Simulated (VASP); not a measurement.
The system is Ir.

```xyz
1
Lattice="0.0000 1.9353 1.9353 1.9353 0.0000 1.9353 1.9353 1.9353 0.0000" Properties=species:S:1:pos:R:3 pbc="T T T"
Ir    0.0000    0.0000    0.0000
```

Program: VASP 6.6.1. Alike in all runs: task single point; no spin polarisation; cell as given; k mesh 18 × 18 × 18; cutoff (eV) 520; smearing gaussian 0.1 eV.

Question: Order these runs on this cell by their pressure, lowest first.
A. level r2SCAN; potentials or basis VASP PAW PBE potentials, release 64 (Ir)
B. level LDA; potentials or basis VASP PAW LDA potentials, release 64 (Ir)
C. level PBE; potentials or basis VASP PAW PBE potentials, release 64 (Ir)

Answer: B (-14.9 GPa), A (-5.2 GPa), C (0.5 GPa).

Caveats: the PAW data sets were made with another functional, which shifts forces and pressure a little (some runs).
